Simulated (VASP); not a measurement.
Set up this calculation in VASP 6.6.1, as the native input.

* Task: single point
* Functional: r2SCAN
* Potentials or basis: VASP PAW PBE potentials, release 64 (Ir)
* Cutoff: 520 eV
* k mesh: 14 × 14 × 14
* Occupations: methfessel-paxton, width 0.1 eV
* Spin: no spin polarisation
* Dipole correction: no
* Further INCAR settings: ALGO = Normal; EDIFF = 1e-06; NBANDS = 10

Ir:

```
Ir
1.0
     0.00000    1.92285    1.92285
     1.92285    0.00000    1.92285
     1.92285    1.92285    0.00000
Ir
1
Direct
  0.00000 0.00000 0.00000
```

The input as run:

POSCAR

```
Ir
1.0
    0.0000000000      1.9228496764      1.9228496764
    1.9228496764      0.0000000000      1.9228496764
    1.9228496764      1.9228496764      0.0000000000
Ir
1
Direct
    0.0000000000      0.0000000000      0.0000000000
```

INCAR.step1

```
PREC = Accurate
ENCUT = 520
ISMEAR = 1
SIGMA = 0.1
LREAL = False
LASPH = True
NELM = 80
NBANDS = 10
GGA = PE
ALGO = Normal
EDIFF = 1E-4
LWAVE = True
LCHARG = False
```

INCAR.step2

```
PREC = Accurate
ENCUT = 520
EDIFF = 1E-6
ISMEAR = 1
SIGMA = 0.1
LREAL = False
LASPH = True
NELM = 80
ALGO = Normal
ISIF = 2
LWAVE = False
LCHARG = False
METAGGA = R2SCAN
LMIXTAU = True
NBANDS = 10
ISTART = 1
```

KPOINTS

```
regular mesh
0
Gamma
  14 14 14
```

Potentials or basis: VASP PAW PBE potentials, release 64 (Ir).

Launch:

```bash
$ cat potpaw_PBE.64/Ir/POTCAR > POTCAR
$ cp INCAR.step1 INCAR
$ mpirun -np 1 vasp_std > vasp.out
$ cp INCAR.step2 INCAR
$ mpirun -np 1 vasp_std > vasp.out
```

Results of the run:

```yaml
Pressure: 2.2 GPa
```

Caveat: the PAW data sets were made with another functional, which shifts forces and pressure a little.

Run time: 22 s on 1 thread of Intel(R) Xeon(R) 6975P-C (Granite Rapids), with other jobs on the host, peak memory 0.13 GiB.
